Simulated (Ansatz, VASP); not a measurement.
Mg: VASP beside Ansatz

```
CELL_PARAMETERS angstrom
-1.50603 1.50603 1.47650
1.50603 -1.50603 1.47650
1.50603 1.50603 -1.47650
ATOMIC_POSITIONS crystal
Mg 0.00000 0.00000 0.00000
```

Change from the starting cell: equal xx and yy strain of +2 %, PAW files.

Alike in both runs: task electric field gradients; functional LDA; k mesh 19 × 19 × 19; occupations fermi-dirac, width 0.03 eV; no spin polarisation.

|  | VASP | Ansatz |
| --- | --- | --- |
| version | VASP 6.6.1 | Ansatz 0.2.0 |
| potentials or method | VASP PAW LDA potentials, release 64 (Mg) | PAW with Ansatz's default frozen-core files, scalar-relativistic |
| plane-wave cutoff (eV) | 520 | 420 |
| valence electrons in the cell | 2 | 10 |

|  | VASP | Ansatz | Ansatz less VASP |
| --- | --- | --- | --- |
| pressure (GPa) | 47.7 | 47.4 | -0.26 |
| traceless stress, the component that is largest in VASP (GPa) | 0.44 | 0.44 | -0.002 |
| size of Vzz on the site where it differs most (V/Å²) | 0.8 | 0.8 | +0.04 |

LDA's correlation is that of Perdew and Zunger in VASP and of Perdew and Wang (1992) in Ansatz. Both programs put the cell under a high pressure, so it lies far from rest at this level. VASP's potentials hold 2 valence electrons a cell and Ansatz's 10, so a difference there can come from the potentials and not from the codes.
